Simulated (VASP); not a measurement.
SnTe:

```
CELL_PARAMETERS angstrom
4.53238 0.00000 0.00000
-2.26619 3.92516 0.00000
0.00000 0.00000 7.40297
ATOMIC_POSITIONS crystal
Sn 0.00000 0.00000 0.00000
Sn 0.33333 0.66667 0.50000
Te 0.66667 0.33333 0.25000
Te 0.66667 0.33333 0.75000
```

| Item | Value |
| --- | --- |
| Program | VASP 6.6.1 |
| Task | relaxation of cell and atoms |
| Functional | PBE |
| Potentials or basis | VASP PAW PBE potentials, release 64 (Sn_d, Te) |
| Cutoff | 600 eV |
| k mesh | 12 × 12 × 6 |
| Occupations | gaussian, width 0.01 eV |
| Spin | no spin polarisation |

At the start: pressure 1.3 GPa; volume 32.93 Å³/atom.

Where does the relaxation end?

Over 5 steps the energy falls by 49.5 meV/atom and the volume is 33.32 Å³/atom (+1.2 %); space group P6_3/mmc (No. 194, to 0.1 Å) before and after.

Step by step:
```csv
step,energy change (eV),largest force (eV/Å),pressure (GPa),volume (Å³)
1,0.0000,0.0000,1.32,131.70
2,-0.1549,0.0000,-0.62,136.77
3,-0.1665,0.0000,-1.22,138.58
4,-0.1975,0.0000,-0.21,134.05
5,-0.1982,0.0000,-0.02,133.30
```

Final structure:
```
Sn Te
1.0
     4.38472    0.00000    0.00000
    -2.19236    3.79728    0.00000
     0.00000    0.00000    8.00575
Sn Te
2 2
Cartesian
  0.0000 0.0000 0.0000
  0.0000 2.5315 4.0029
  2.1924 1.2658 2.0014
  2.1924 1.2658 6.0043
```
